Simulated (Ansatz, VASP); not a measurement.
## C in VASP and in Ansatz

The input POSCAR:

```
C
1.0
    0.0000000000      1.8336628511      1.6869698230
    1.8336628511      0.0000000000      1.6869698230
    1.8336628511      1.8336628511      0.0000000000
C
2
Direct
    0.5000000000      0.5000000000      0.5000000000
    0.7500000000      0.7500000000      0.7500000000
```

File INCAR.step1:

```
PREC = Accurate
ENCUT = 520
ISMEAR = 0
SIGMA = 0.05
LREAL = False
LASPH = True
NELM = 80
NBANDS = 11
GGA = PE
ALGO = Normal
EDIFF = 1E-4
LWAVE = True
LCHARG = False
```

Contents of INCAR.step2:

```
PREC = Accurate
ENCUT = 520
EDIFF = 1E-6
ISMEAR = 0
SIGMA = 0.05
LREAL = False
LASPH = True
NELM = 80
ALGO = Normal
ISIF = 2
LWAVE = False
LCHARG = True
METAGGA = R2SCAN
LMIXTAU = True
LELF = True
LVHAR = True
NBANDS = 11
ISTART = 1
```

Contents of KPOINTS:

```
Automatic mesh
0
Gamma
  12 12 12
```

Input for Ansatz:

```yaml
crystal:
  lattice:
    - [0.0, 1.8336628511, 1.686969823]
    - [1.8336628511, 0.0, 1.686969823]
    - [1.8336628511, 1.8336628511, 0.0]
  atoms:
    - { symbol: C, position: [0.5, 0.5, 0.5] }
    - { symbol: C, position: [0.75, 0.75, 0.75] }
basis:
  ecutwfc: 500
kpoints:
  mp_grid: { grid: [12, 12, 12] }
hamiltonian:
  xc: r2scan
scf:
  occupations: { method: gaussian, width: 0.05 }
output:
  forces: true
  stress: true
  eigenvalues: true
```

Alike in both runs: task single point; functional r2SCAN; k mesh 12 × 12 × 12; occupations gaussian, width 0.05 eV; no spin polarisation.

|  | VASP | Ansatz |
| --- | --- | --- |
| version | VASP 6.6.1 | Ansatz 0.2.0 |
| potentials or method | VASP PAW PBE potentials, release 64 (C), cutoff 520 eV | scalar-relativistic, plane waves, PAW |
| valence electrons in the cell | 8 | 8 |

VASP gave:

- gap on the k mesh at the Fermi level (eV): 2.21
- least direct gap on the mesh (eV): 4.36
- pressure (GPa): -1.1
- traceless stress, the component that is largest in VASP (GPa): 49.87

Q: Which values does Ansatz return?

A: gap on the k mesh at the Fermi level (eV): 2.24; least direct gap on the mesh (eV): 4.41; pressure (GPa): -2.2; traceless stress, the component that is largest in VASP (GPa): 49.96.

VASP's potentials were made for PBE, not for r2SCAN.
